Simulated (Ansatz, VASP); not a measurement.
# C: VASP beside Ansatz

```
CELL_PARAMETERS angstrom
2.51292 0.00000 0.00000
-1.25646 2.17625 0.00000
0.00000 0.00000 6.15533
ATOMIC_POSITIONS crystal
C 0.00000 0.00000 0.00000
C 0.00000 0.00000 0.25000
C 0.33333 0.66667 0.33333
C 0.33333 0.66667 0.58333
C 0.66667 0.33333 0.66667
C 0.66667 0.33333 0.91667
```

Alike in both runs: functional PBEsol; k mesh 12 × 12 × 4; occupations gaussian, width 0.02 eV; no spin polarisation.

Ansatz relaxed the structure, and its values are those at the end. VASP's run is a single point on that final structure, the one shown.

```csv
,VASP,Ansatz
version,VASP 6.6.1,Ansatz 0.2.0
potentials or method,"VASP PAW PBE potentials, release 64 (C), cutoff 520 eV","scalar-relativistic, plane waves, PAW"
valence electrons in the cell,24,24
```

```csv
,VASP,Ansatz,Ansatz less VASP
gap on the k mesh at the Fermi level (eV),4.10,4.11,+0.005
least direct gap on the mesh (eV),5.57,5.57,+0.001
pressure (GPa),1.1,0.0,-1.10
```

VASP's potentials were made for PBE, not for PBEsol. The functional is the same, so the differences come from potentials, cutoffs and numerics.
